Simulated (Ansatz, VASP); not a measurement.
## Sb in VASP and in Ansatz

```
CELL_PARAMETERS angstrom
-1.89626 1.89626 1.89626
1.89626 -1.89626 1.89626
1.89626 1.89626 -1.89626
ATOMIC_POSITIONS crystal
Sb 0.00000 0.00000 0.00000
```

Alike in both runs: task single point; functional PBE; k mesh 12 × 12 × 12; occupations fermi-dirac, width 0.1 eV; non-collinear spin, spin-orbit coupling.

|  | VASP | Ansatz |
| --- | --- | --- |
| version | VASP 6.6.1 | Ansatz 0.2.0 |
| potentials or method | VASP PAW PBE potentials, release 64 (Sb), cutoff 500 eV | plane waves (420 eV) with PAW, fully relativistic with spin-orbit coupling |
| valence electrons in the cell | 5 | 15 |

|  | VASP | Ansatz | Ansatz less VASP |
| --- | --- | --- | --- |
| net moment per atom (μB) | 0.00 | 0.00 | 0.000 |

VASP's potentials hold 5 valence electrons a cell and Ansatz's 15, so a difference there can come from the potentials and not from the codes.
